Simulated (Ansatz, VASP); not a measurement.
# AlCo in VASP and in Ansatz

Contents of POSCAR:

```
AlCo
1.0
    2.8380752986      0.0000000000      0.0000000000
    0.0000000000      2.8380752986      0.0000000000
    0.0000000000      0.0000000000      2.8380752986
Co Al
1 1
Direct
    0.5000000000      0.5000000000      0.5000000000
    0.0000000000      0.0000000000      0.0000000000
```

Contents of INCAR.step1:

```
SYSTEM = AlCo
PREC = Accurate
ENCUT = 520
EDIFF = 1E-5
ISMEAR = -1
SIGMA = 0.05
LREAL = .FALSE.
LASPH = .TRUE.
NELM = 150
ALGO = Normal
ISIF = 2
LWAVE = .TRUE.
LCHARG = .FALSE.
ISPIN = 2
MAGMOM = 2 0
LORBIT = 11
LMAXMIX = 4
GGA = PE
NBANDS = 17
```

Contents of INCAR.step2:

```
SYSTEM = AlCo
PREC = Accurate
ENCUT = 520
EDIFF = 1E-7
ISMEAR = -1
SIGMA = 0.05
LREAL = .FALSE.
LASPH = .TRUE.
NELM = 150
ALGO = Normal
ISIF = 2
LWAVE = .FALSE.
LCHARG = .FALSE.
ISPIN = 2
MAGMOM = 2 0
LORBIT = 11
LMAXMIX = 4
GGA = PE
LHFCALC = .TRUE.
HFSCREEN = 0.2079
PRECFOCK = Normal
ISTART = 1
NBANDS = 17
```

Contents of KPOINTS:

```
Automatic mesh
0
G
  6 6 6
  0 0 0
```

Contents of input:

```
crystal:
  lattice:
    - [2.8380752986, 0.0, 0.0]
    - [0.0, 2.8380752986, 0.0]
    - [0.0, 0.0, 2.8380752986]
  atoms:
    - { symbol: Co, position: [0.5, 0.5, 0.5], spin: 2.0 }
    - { symbol: Al, position: [0.0, 0.0, 0.0] }
hamiltonian:
  xc: hse06
  pseudopotentials: { kind: paw }
magnetization:
  spin_polarized: true
kpoints:
  mp_grid: { grid: [6, 6, 6] }
scf:
  occupations: { method: fermi_dirac, width: 0.05 }
output:
  forces: true
  stress: true
  eigenvalues: true
```

Alike in both runs: task single point; functional HSE06; k mesh 6 × 6 × 6; occupations fermi-dirac, width 0.05 eV; collinear spin.

|  | VASP | Ansatz |
| --- | --- | --- |
| version | VASP 6.6.1 | Ansatz 0.2.0 |
| potentials or method | VASP PAW PBE potentials, release 64 (Co, Al) | Ansatz PAW |
| plane-wave cutoff (eV) | 520 | 420 |
| valence electrons in the cell | 12 | 20 |

VASP gave:

| Property | Result |
| --- | --- |
| gap on the k mesh at the Fermi level (eV) | none |
| pressure (GPa) | -4.0 |
| net moment per atom (μB) | 0.13 |
| size of the moment on the site where the two differ most (μB) | 0.42 |

Problem. Estimate Ansatz's values.

Solution. gap on the k mesh at the Fermi level (eV): none; pressure (GPa): -4.1; net moment per atom (μB): 0.13; size of the moment on the site where the two differ most (μB): 0.47.

Site moments also hang on the region over which each program counts them. A gap of «none» marks a metal or a gap that the smearing closes. VASP's potentials hold 12 valence electrons a cell and Ansatz's 20, so a difference there can come from the potentials and not from the codes.

The k mesh is coarse, so the values compare programs but aren't converged. Noted on Ansatz's run: the magnetic or orbital state may not be the lowest.
